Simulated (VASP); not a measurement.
# Cs in VASP: further runs, part 2 of 2

VASP 6.6.1. The steps go on from the part before.

**6. Single point, PBE**

This run uses another cell than the first one, of 131.67 Å³/atom.

INCAR

```
PREC = Accurate ; ENCUT = 520
EDIFF = 1E-6 ; ISMEAR = -1
SIGMA = 0.05 ; LREAL = F
LASPH = T ; NELM = 80
ALGO = Normal ; ISIF = 2
LWAVE = F ; LCHARG = T
GGA = PE ; LELF = T
LVHAR = T ; NBANDS = 16
```

KPOINTS

```
Automatic mesh
0
Gamma
  6 6 3
```

POSCAR

```
Cs
1.0
    5.6754770260      0.0000000000      0.0000000000
   -2.8377385130      4.9151072832      0.0000000000
    0.0000000000      0.0000000000      9.4400638637
Cs
2
Direct
    0.6666666667      0.3333333333      0.7500000000
    0.3333333333      0.6666666667      0.2500000000
```

Potentials or basis: VASP PAW PBE potentials, release 64 (Cs_sv).

The run is started by

```
$ cat potpaw_PBE.64/Cs_sv/POTCAR > POTCAR
$ mpirun -np 1 vasp_std > vasp.out
```

OUTCAR:

```text
PREC = Accurate
   ENCUT = 520
   EDIFF = 1E-6
   ISMEAR = -1
   LREAL = F
   LASPH = T
   NELM = 80
   ISIF = 2
   GGA = PE

 ion  position               nearest neighbor table
   1  0.667  0.333  0.750-
   2  0.333  0.667  0.250-

  LATTYP: Found a hexagonal cell.
 ALAT       =     5.6754770260
 C/A-ratio  =     1.6633075635

  Lattice vectors:

 A1 = (   5.6754770260,   0.0000000000,   0.0000000000)
 A2 = (  -2.8377385130,   4.9151072832,   0.0000000000)
 A3 = (   0.0000000000,   0.0000000000,   9.4400638637)

Analysis of symmetry for initial positions (statically):
=====================================================================
 Subroutine PRICEL returns:
 Original cell was already a primitive cell.

 Routine SETGRP: Setting up the symmetry group for a
 hexagonal supercell.

 Subroutine GETGRP returns: Found 24 space group operations
 (whereof 12 operations were pure point group operations)
 out of a pool of 24 trial point group operations.

[... 148 lines left out ...]
  free energy    TOTEN  =        -1.68014270 eV

  energy without entropy =       -1.64692185  energy(sigma->0) =       -1.66353228

 E-fermi :   0.1309     XC(G=0):  -5.0784

 val. band max:        0.1068846107   @ k =   0.0000   0.0000   0.0000
 cond. band min:       0.1418549468   @ k =   0.5000  -0.0000   0.0000
 fundamental gap:      0.0349703360
 Fermi energy:         0.1309383085

 k-point     1 :       0.0000    0.0000    0.0000
  band No.  band energies     occupation
      1     -23.7966      2.00000
      2     -23.7938      2.00000
      3     -10.6362      2.00000
      4     -10.5670      2.00000
      5     -10.5670      2.00000
      6     -10.5566      2.00000
[... 243 lines left out ...]
      3     -10.6201      2.00000
      4     -10.6201      2.00000
      5     -10.6145      2.00000
      6     -10.6033      2.00000
[... 8 lines left out ...]
     15       2.4177      0.00000
     16       3.1079      0.00000

------------------------ aborting loop because EDIFF is reached ----------------------------------------

  FORCE on cell =-STRESS in cart. coord.  units (eV):
  Direction    XX          YY          ZZ          XY          YZ          ZX
  --------------------------------------------------------------------------------------
  -------------------------------------------------------------------------------------
  Total       -0.2495264     -0.2495264     -0.3678865      0.0000000     -0.0000000     -0.0000000
  in kB       -1.5181571     -1.5181571     -2.2382788      0.0000000     -0.0000000     -0.0000000
  external PRESSURE =      -1.7581977 kB  Pullay stress =       0.0000000 kB

 VOLUME and BASIS-vectors are now :
 -----------------------------------------------------------------------------
  energy-cutoff  :      520.00
  volume of cell :      263.34
      direct lattice vectors                 reciprocal lattice vectors
     5.675477026  0.000000000  0.000000000     0.176196643  0.101727179  0.000000000
    -2.837738513  4.915107283  0.000000000     0.000000000  0.203454359  0.000000000
     0.000000000  0.000000000  9.440063864     0.000000000  0.000000000  0.105931487

 POSITION                                       TOTAL-FORCE (eV/Angst)
 -----------------------------------------------------------------------------------
      2.83774      1.63837      7.08005        -0.000000      0.000000      0.000000
     -0.00000      3.27674      2.36002         0.000000     -0.000000      0.000000
 -----------------------------------------------------------------------------------
    total drift:                                0.000000     -0.000000      0.000000

  FREE ENERGIE OF THE ION-ELECTRON SYSTEM (eV)
  ---------------------------------------------------
  free  energy   TOTEN  =        -1.6801427031 eV

  energy  without entropy=       -1.6469218474  energy(sigma->0) =       -1.66353228
```

OSZICAR:

```text
N       E                     dE             d eps       ncg     rms          rms(c)
DAV:   1     0.139633874826E+03    0.13963E+03   -0.58093E+03   448   0.797E+02
DAV:   2     0.170609555742E+02   -0.12257E+03   -0.11795E+03   704   0.151E+02
DAV:   3    -0.123211009174E+01   -0.18293E+02   -0.18254E+02   584   0.628E+01
DAV:   4    -0.167136931746E+01   -0.43926E+00   -0.43921E+00   616   0.110E+01
DAV:   5    -0.167474298423E+01   -0.33737E-02   -0.33736E-02   624   0.993E-01    0.183E-01
DAV:   6    -0.167709244051E+01   -0.23495E-02   -0.27752E-03   624   0.247E-01    0.131E-01
DAV:   7    -0.167991611435E+01   -0.28237E-02   -0.59634E-03   576   0.355E-01    0.459E-02
DAV:   8    -0.168013815671E+01   -0.22204E-03   -0.30255E-04   616   0.792E-02    0.121E-02
DAV:   9    -0.168014235740E+01   -0.42007E-05   -0.26417E-05   632   0.232E-02    0.436E-03
DAV:  10    -0.168014270313E+01   -0.34574E-06   -0.24239E-06   496   0.537E-03
   1 F= -.16801427E+01 E0= -.16635323E+01  d E =-.332209E-01
```

It took 56 s on 1 thread of Intel Xeon Platinum 8259CL at 2.50GHz (Skylake/Cascade Lake), shared host; peak memory 0.34 GiB.

Results:

- Free energy: -1.6801 eV
- Pressure: -0.2 GPa
- Band gap on the k mesh: zero (bands 9 and 10 overlap by 1.37 eV)

Levels at points of the mesh, in eV from the Fermi level:
```
           k point  band 5  band 6  band 7  band 8  band 9  band 10  band 11  band 12  band 13  band 14
(0.00, 0.00, 0.00)  -10.70  -10.69  -10.69  -10.69   -1.54    -0.02     0.62     2.29     2.34     2.34
(0.50, 0.00, 0.00)  -10.73  -10.72  -10.71  -10.70    0.01     0.33     0.84     1.01     1.53     1.86
```

Caveat: spin-orbit coupling is left out, which moves the levels of the heavy elements.

**7. Single point, PBE (atoms moved at random)**

INCAR

```
ALGO     = Fast           # electronic algorithm
EDIFF    = 1E-7           # SCF threshold, eV
ENCUT    = 520            # plane-wave cutoff, eV
GGA      = PE             # functional
ISIF     = 2              # what is computed and relaxed
ISMEAR   = -1             # smearing method
LASPH    = T              # aspherical terms in the spheres
LCHARG   = T              # write CHGCAR
LELF     = T              # ELF
LREAL    = F              # projectors in reciprocal space
LVHAR    = T            
LWAVE    = F              # write WAVECAR
NBANDS   = 16             # bands
NELM     = 60             # most SCF steps
PREC     = Accurate       # precision mode
SIGMA    = 0.05           # smearing width, eV
```

KPOINTS

```
k-points
0
Gamma
  6 6 3
```

POSCAR

```
Cs
1.0
    5.5663060538      0.0000000000      0.0000000000
   -2.7831530269      4.8205624479      0.0000000000
    0.0000000000      0.0000000000      9.2584789600
Cs
2
Direct
    0.6599840000      0.3297530000      0.7480600000
    0.3419590000      0.6789650000      0.2479700000
```

The run is started by

```
$ cat potpaw_PBE.64/Cs_sv/POTCAR > POTCAR
$ mpirun -np 1 vasp_std > vasp.out
```

Run time: 4.7 min. Hardware: 1 thread of Intel Xeon Platinum 8259CL at 2.50GHz (Skylake/Cascade Lake), shared host; peak memory 0.44 GiB.

The run converged. Its results:

* Free energy: -1.6919 eV
* Pressure: -0.1 GPa
* Largest force: 0.003 eV/Å
* Band gap on the k mesh: zero (bands 9 and 10 overlap by 1.39 eV)

Forces in eV/Å, atoms in the order of the input:
```
Cs   0.001  0.003  0.000
Cs  -0.001 -0.003  0.000
```

Stress tensor (GPa, compression positive):
```
-0.07  0.00  0.00
 0.00 -0.06  0.00
 0.00  0.00 -0.14
```

Levels at points of the mesh, in eV from the Fermi level:
| k point | band 5 | band 6 | band 7 | band 8 | band 9 | band 10 | band 11 | band 12 | band 13 | band 14 |
| --- | --- | --- | --- | --- | --- | --- | --- | --- | --- | --- |
| (0.00, 0.00, 0.00) | -10.66 | -10.65 | -10.65 | -10.65 | -1.60 | -0.04 | 0.66 | 2.32 | 2.36 | 2.38 |
| (0.50, 0.00, 0.00) | -10.70 | -10.68 | -10.67 | -10.66 | 0.00 | 0.35 | 0.79 | 0.99 | 1.61 | 1.94 |
| (0.00, 0.50, 0.00) | -10.70 | -10.68 | -10.67 | -10.66 | 0.02 | 0.33 | 0.84 | 1.01 | 1.52 | 1.90 |
| (0.50, 0.50, 0.00) | -10.70 | -10.68 | -10.67 | -10.66 | 0.01 | 0.34 | 0.81 | 1.00 | 1.57 | 1.92 |

Caveat: the cell differs from its parent crystal (atoms moved at random); spin-orbit coupling is left out, which moves the levels of the heavy elements.

**8. The runs side by side**

| cell | gap on the mesh (eV) | pressure (GPa) |
| --- | --- | --- |
| a = 5.566, b = 5.566, c = 9.258 Å, angles 90.0, 90.0, 120.0°, 2 atoms, atomic positions A | none | -0.1 |
| a = 5.603, b = 5.603, c = 9.320 Å, angles 90.0, 90.0, 120.0°, 2 atoms, atomic positions A | none | -0.1 |
| a = 5.640, b = 5.640, c = 9.380 Å, angles 90.0, 90.0, 120.0°, 2 atoms, atomic positions A | none | -0.2 |
| a = 5.675, b = 5.675, c = 9.440 Å, angles 90.0, 90.0, 120.0°, 2 atoms, atomic positions A | none | -0.2 |
| a = 5.566, b = 5.566, c = 9.258 Å, angles 90.0, 90.0, 120.0°, 2 atoms, atomic positions B | none | -0.1 |

Alike in all rows: task single point; level PBE; potentials or basis VASP PAW PBE potentials, release 64 (Cs_sv); no spin polarisation; k mesh 6 × 6 × 3; cutoff (eV) 520; smearing fermi-dirac 0.05 eV.

Caveats: spin-orbit coupling is left out, which moves the levels of the heavy elements.

Absolute energies hang on the potentials; compare differences alone.

The gap in the log of VASP goes by the Fermi energy; the results here count the filled bands.